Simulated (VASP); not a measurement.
Here is a VASP 6.6.1 calculation.

INCAR

```
SYSTEM = Cu
PREC = Accurate
ENCUT = 520
EDIFF = 1E-7
ISMEAR = 1
SIGMA = 0.1
LREAL = .FALSE.
LASPH = .TRUE.
NELM = 60
ALGO = Fast
ISIF = 2
LWAVE = .FALSE.
LCHARG = .FALSE.
GGA = PE
NBANDS = 18
```

Contents of KPOINTS:

```
Automatic mesh
0
G
  15 15 15
  0 0 0
```

POSCAR

```
Cu
1.0
    1.2184636900     -3.9763780104      0.0000000000
    1.2184636900      3.9763780104      0.0000000000
    0.0000000000      0.0000000000      2.4754955235
Cu
2
Direct
    0.8661333500      0.1338666500      0.7500000000
    0.1338666500      0.8661333500      0.2500000000
```

Potentials or basis: VASP PAW PBE potentials, release 64 (Cu).

Launch:

```bash
$ cat potpaw_PBE.64/Cu/POTCAR > POTCAR
$ mpirun -np 1 vasp_std > vasp.out
```

**Question.** Estimate the largest force.

**Answer.** 0.048 eV/Å.

**Question.** Predict the band gap on the k mesh.

**Answer.** Zero (bands 11 and 12 overlap by 5.48 eV).

Stress tensor (GPa, compression positive):
```
7.54 0.00 0.00
0.00 7.18 0.00
0.00 0.00 8.18
```

Caveat: the cell stands under pressure.
